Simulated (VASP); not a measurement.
# VN (Fm-3m) in VASP: notebook

Aim: see how the results for VN move with the level of theory and the settings. Levels: PBE, PBE+U. Tasks: density of states, single point.

All numbers are computed with VASP 6.6.1; they aren't measurements. Logs are shortened: lines on timing, memory, paths and dates and some standing lists are left out, and cuts for length are marked.

### 1 The cell of the first run

It takes space group Fm-3m (No. 225, cubic). Conventional cell: a = 4.125 Å, b = 4.125 Å, c = 4.125 Å, α = 90.00°, β = 90.00°, γ = 90.00°. Within 2.7 Å of V (site symmetry m-3m) lie 6 N at 2.06 Å. N (site symmetry m-3m) has 6 V at 2.06 Å within 2.7 Å.

### 2 Density of states, PBE

File POSCAR:

```
VN
1.0
    0.0000000000      2.0624650000      2.0624650000
    2.0624650000      0.0000000000      2.0624650000
    2.0624650000      2.0624650000      0.0000000000
V N
1 1
Direct
    0.0000000000      0.0000000000      0.0000000000
    0.5000000000      0.5000000000      0.5000000000
```

File INCAR.step1:

```
ALGO = Normal ; EDIFF = 1E-6
ENCUT = 520 ; GGA = PE
GGA_COMPAT = F ; ISIF = 2
ISMEAR = 0 ; LASPH = T
LCHARG = T ; LMAXMIX = 4
LORBIT = 11 ; LREAL = F
LWAVE = F ; NBANDS = 16
NEDOS = 2001 ; NELM = 120
PREC = Accurate ; SIGMA = 0.1
```

File KPOINTS.step1:

```
k-points
0
Gamma
  2 2 2
```

File INCAR.step2:

```
ALGO = Normal ; EDIFF = 1E-6
ENCUT = 520 ; GGA = PE
GGA_COMPAT = F ; ICHARG = 11
ISIF = 2 ; ISMEAR = 0
LASPH = T ; LCHARG = F
LMAXMIX = 4 ; LORBIT = 10
LREAL = F ; LWAVE = F
NBANDS = 16 ; NEDOS = 1001
NELM = 120 ; PREC = Accurate
SIGMA = 0.1
```

File KPOINTS.step2:

```
k-points
0
Gamma
  3 3 3
```

Potentials or basis: VASP PAW PBE potentials, release 64 (V_sv, N).

On the command line:

```console
$ cat potpaw_PBE.64/V_sv/POTCAR potpaw_PBE.64/N/POTCAR > POTCAR
$ cp INCAR.step1 INCAR
$ cp KPOINTS.step1 KPOINTS
$ mpirun -np 1 vasp_std > vasp.out
$ cp INCAR.step2 INCAR
$ cp KPOINTS.step2 KPOINTS
$ mpirun -np 1 vasp_std > vasp.out
```

OUTCAR:

```text
EDIFF = 1E-6
   ENCUT = 520
   GGA = PE
   ICHARG = 11
   ISIF = 2
   ISMEAR = 0
   LASPH = T
   LORBIT = 10
   LREAL = F
   NELM = 120
   PREC = Accurate

 ion  position               nearest neighbor table
   1  0.000  0.000  0.000-   2 2.06   2 2.06   2 2.06   2 2.06   2 2.06   2 2.06
   2  0.500  0.500  0.500-   1 2.06   1 2.06   1 2.06   1 2.06   1 2.06   1 2.06

  LATTYP: Found a face centered cubic cell.
 ALAT       =     4.1249300000

  Lattice vectors:

 A1 = (   0.0000000000,   2.0624650000,   2.0624650000)
 A2 = (   2.0624650000,   0.0000000000,   2.0624650000)
 A3 = (   2.0624650000,   2.0624650000,   0.0000000000)

Analysis of symmetry for initial positions (statically):
=====================================================================
 Subroutine PRICEL returns:
 Original cell was already a primitive cell.

 Routine SETGRP: Setting up the symmetry group for a
 face centered cubic supercell.

 Subroutine GETGRP returns: Found 48 space group operations
 (whereof 48 operations were pure point group operations)
 out of a pool of 48 trial point group operations.

The static configuration has the point symmetry O_h .

Analysis of symmetry for dynamics (positions and initial velocities):
=====================================================================
 Subroutine PRICEL returns:
 Original cell was already a primitive cell.

 Routine SETGRP: Setting up the symmetry group for a
 face centered cubic supercell.

 Subroutine GETGRP returns: Found 48 space group operations
 (whereof 48 operations were pure point group operations)
 out of a pool of 48 trial point group operations.

The dynamic configuration has the point symmetry O_h .

 Subroutine INISYM returns: Found 48 space group operations
 (whereof 48 operations are pure point group operations),
 and found     1 'primitive' translations

----------------------------------------------------------------------------------------

                                     Primitive cell

  volume of cell :      17.5465

  direct lattice vectors                    reciprocal lattice vectors
     0.000000000  2.062465000  2.062465000    -0.242428356  0.242428356  0.242428356
     2.062465000  0.000000000  2.062465000     0.242428356 -0.242428356  0.242428356
     2.062465000  2.062465000  0.000000000     0.242428356  0.242428356 -0.242428356

  length of vectors
     2.916765975  2.916765975  2.916765975     0.419898230  0.419898230  0.419898230

  position of ions in fractional coordinates (direct lattice)
     0.000000000  0.000000000  0.000000000
     0.500000000  0.500000000  0.500000000

  ion indices of the primitive-cell ions
   primitive index   ion index
                 1           1
                 2           2

----------------------------------------------------------------------------------------

 KPOINTS: k-points

Automatic generation of k-mesh.
 Grid dimensions read from file:
 generate k-points for:    3    3    3

 Generating k-lattice:

  Cartesian coordinates                     Fractional coordinates (reciprocal lattice)
    -0.080809452  0.080809452  0.080809452     0.333333333  0.000000000  0.000000000
     0.080809452 -0.080809452  0.080809452     0.000000000  0.333333333  0.000000000
     0.080809452  0.080809452 -0.080809452     0.000000000  0.000000000  0.333333333

  Length of vectors
     0.139966077  0.139966077  0.139966077

  Shift w.r.t. Gamma in fractional coordinates (k-lattice)
     0.000000000  0.000000000  0.000000000

 Subroutine IBZKPT returns following result:
 ===========================================

 Found      4 irreducible k-points:

 Following reciprocal coordinates:
            Coordinates               Weight
  0.000000  0.000000  0.000000      1.000000
  0.333333  0.000000  0.000000      8.000000
  0.333333  0.333333  0.000000      6.000000
 -0.333333  0.333333  0.000000     12.000000
   k-points           NKPTS =      4   k-points in BZ     NKDIM =      4   number of bands    NBANDS=     16
   number of dos      NEDOS =   1001   number of ions     NIONS =      2
   total plane-waves  NPLWV =  13824
   dimension x,y,z NGX =    24 NGY =   24 NGZ =   24
   dimension x,y,z NGXF=    48 NGYF=   48 NGZF=   48
   ions per type =               1   1
   NGX,Y,Z   is equivalent  to a cutoff of  13.68, 13.68, 13.68 a.u.
   NGXF,Y,Z  is equivalent  to a cutoff of  27.36, 27.36, 27.36 a.u.
 SYSTEM =  unknown system
   PREC   = accura    normal or accurate (medium, high low for compatibility)
   ISTART =      0    job   : 0-new  1-cont  2-samecut
   ICHARG =     11    charge: 1-file 2-atom 10-const
   ISPIN  =      1    spin polarized calculation?
   LNONCOLLINEAR =      F non collinear calculations
   LSORBIT =      F    spin-orbit coupling
   LASPH  =      T    aspherical Exc in radial PAW
   ENCUT  =  520.0 eV  38.22 Ry    6.18 a.u.   5.42  5.42  5.42*2*pi/ulx,y,z
   NELM   =    120;   NELMIN=  2; NELMDL=  0     # of ELM steps
   EDIFF  = 0.1E-05   stopping-criterion for ELM
   LREAL  =      F    real-space projection
   EDIFFG = 0.1E-04   stopping-criterion for IOM
   NSW    =      0    number of steps for IOM
   IBRION =     -1    ionic relax: 0-MD 1-quasi-New 2-CG
   NFREE  =      0    steps in history (QN), initial steepest desc. (CG)
   ISIF   =      2    stress and relaxation
   ISYM   =      2    0-nonsym 1-usesym 2-fastsym
   POTIM  = 0.5000    time-step for ionic-motion
   TEBEG  =    0.0;   TEEND  =   0.0 temperature during run
   PSTRESS=    0.0 pullay stress
   NELECT =      18.0000    total number of electrons
   NUPDOWN=      -1.0000    fix difference up-down
   EMIN   =  10.00;   EMAX   =-10.00  energy-range for DOS
   EFERMI =   0.00;   METHOD = LEGACY
   ISMEAR =     0;   SIGMA  =   0.10  broadening in eV -4-tet -1-fermi 0-gaus
   EFERMI_NEDOS =   21; number of points for ismear=-14 and -15
   IALGO  =     38    algorithm
   IMIX   =      4    mixing-type and parameters
     AMIX     =   0.40;   BMIX     =  1.00
     AMIX_MAG =   1.60;   BMIX_MAG =  1.00
  volume/ion in A,a.u.               =       8.77        59.20
  Fermi-wavevector in a.u.,A,eV,Ry     =   1.651084  3.120096 37.090533  2.726077
  Thomas-Fermi vector in A             =   2.739923
   LORBIT       =     10    0 simple, 1 ext, 2 COOP (PROOUT), +10 PAW based schemes
   GGA     = PE    functional components
   LHFCALC =     F    Hartree Fock is set to
   AEXX    =    0.0000 exact exchange contribution
   IVDW    =     0    specifies the selected vdW correction
   LEPSILON=     F    determine dielectric tensor
   LRPA    =     F    only Hartree local field effects (RPA)
 non-spin polarized calculation
 Gauss-broadening in eV      SIGMA  =   0.10
  energy-cutoff  :      520.00
  volume of cell :       17.55
 maximum number of plane-waves:       474
 NGX is ok and might be reduce to    24

 number of electron      18.0000005 magnetization

 Free energy of the ion-electron system (eV)
  ---------------------------------------------------
  ext. energy  EPLUGINS =         0.00000000
  ---------------------------------------------------
  free energy    TOTEN  =       -19.24167906 eV

  energy without entropy =      -19.19693753  energy(sigma->0) =      -19.21930830

 E-fermi :  11.3327     XC(G=0): -13.5779

 val. band max:       11.2544863714   @ k =  -0.3333   0.3333   0.0000
 cond. band min:      11.3598212311   @ k =   0.3333   0.0000   0.0000
 fundamental gap:      0.1053348597
 Fermi energy:        11.3326780513

 k-point     1 :       0.0000    0.0000    0.0000
  band No.  band energies     occupation
      1     -54.3159      2.00000
      2     -27.9112      2.00000
      3     -27.9112      2.00000
      4     -27.9112      2.00000
      5      -5.5644      2.00000
      6       9.8873      2.00000
      7       9.8873      2.00000
      8       9.8873      2.00000
      9      10.3682      2.00000
     10      10.3682      2.00000
     11      10.3682      2.00000
     12      10.8820      2.00000
     13      10.8820      2.00000
     14      18.1653      0.00000
     15      25.9617      0.00000
     16      31.5667      0.00000

 k-point     2 :       0.3333    0.0000    0.0000
  band No.  band energies     occupation
      1     -54.2643      2.00000
      2     -28.2552      2.00000
      3     -27.9452      2.00000
      4     -27.9452      2.00000
      5      -3.6657      2.00000
      6       4.6956      2.00000
      7       6.5605      2.00000
      8       6.5605      2.00000
      9      11.3598      0.70108
     10      11.3598      0.70108
     11      12.2141      0.00000
     12      15.7332      0.00000
     13      15.7332      0.00000
     14      19.5541      0.00000
     15      25.2574      0.00000
     16      28.1221      0.00000

 k-point     3 :       0.3333    0.3333    0.0000
  band No.  band energies     occupation
      1     -54.2476      2.00000
      2     -28.2143      2.00000
      3     -28.0258      2.00000
      4     -28.0258      2.00000
      5      -3.8673      2.00000
      6       5.0742      2.00000
      7       8.2167      2.00000
      8       8.5606      2.00000
      9       8.5606      2.00000
     10      11.5583      0.00142
     11      12.7331      0.00000
     12      12.7331      0.00000
     13      14.6254      0.00000
     14      22.5583      0.00000
     15      25.5756      0.00000
     16      25.8019      0.00000

 k-point     4 :      -0.3333    0.3333    0.0000
  band No.  band energies     occupation
      1     -54.2303      2.00000
      2     -28.2092      2.00000
      3     -28.1895      2.00000
      4     -28.0029      2.00000
      5      -3.1081      2.00000
      6       4.8981      2.00000
      7       5.8348      2.00000
      8       6.6758      2.00000
      9      11.2545      1.73119
     10      11.8684      0.00000
     11      12.8155      0.00000
     12      13.9431      0.00000
     13      15.4554      0.00000
     14      22.6147      0.00000
     15      23.9016      0.00000
     16      25.4812      0.00000

------------------------ aborting loop because EDIFF is reached ----------------------------------------

  FORCE on cell =-STRESS in cart. coord.  units (eV):
  Direction    XX          YY          ZZ          XY          YZ          ZX
  --------------------------------------------------------------------------------------
  -------------------------------------------------------------------------------------
  Total       12.5225294     12.5225294     12.5225294     -0.0000000      0.0000000     -0.0000000
  in kB     1143.4386911   1143.4386911   1143.4386911     -0.0000000      0.0000000     -0.0000000
  external PRESSURE =    1143.4386911 kB  Pullay stress =       0.0000000 kB

 VOLUME and BASIS-vectors are now :
 -----------------------------------------------------------------------------
  energy-cutoff  :      520.00
  volume of cell :       17.55
      direct lattice vectors                 reciprocal lattice vectors
     0.000000000  2.062465000  2.062465000    -0.242428356  0.242428356  0.242428356
     2.062465000  0.000000000  2.062465000     0.242428356 -0.242428356  0.242428356
     2.062465000  2.062465000  0.000000000     0.242428356  0.242428356 -0.242428356

 POSITION                                       TOTAL-FORCE (eV/Angst)
 -----------------------------------------------------------------------------------
      0.00000      0.00000      0.00000         0.000000      0.000000      0.000000
      2.06246      2.06246      2.06246        -0.000000     -0.000000     -0.000000
 -----------------------------------------------------------------------------------
    total drift:                                0.000000     -0.000000     -0.000000

  FREE ENERGIE OF THE ION-ELECTRON SYSTEM (eV)
  ---------------------------------------------------
  free  energy   TOTEN  =       -19.2416790619 eV

  energy  without entropy=      -19.1969375317  energy(sigma->0) =      -19.21930830

 total charge

# of ion       s       p       d       tot
------------------------------------------
    1        2.246   6.287   3.410  11.942
    2        1.218   2.301   0.000   3.519
--------------------------------------------------
tot          3.464   8.588   3.410  15.461
```

Run time: 11 s. Hardware: 1 thread of Intel Xeon 8259CL, shared host; peak memory 0.14 GiB.

Results:

* Valence electrons inside the program's atomic spheres: V 11.94; N 3.52

Caveat: the k points lie up to 1.32 Å⁻¹ apart; the run has no spin polarisation, though such a crystal can be magnetic.

(Part 1 of 2 ends here.)
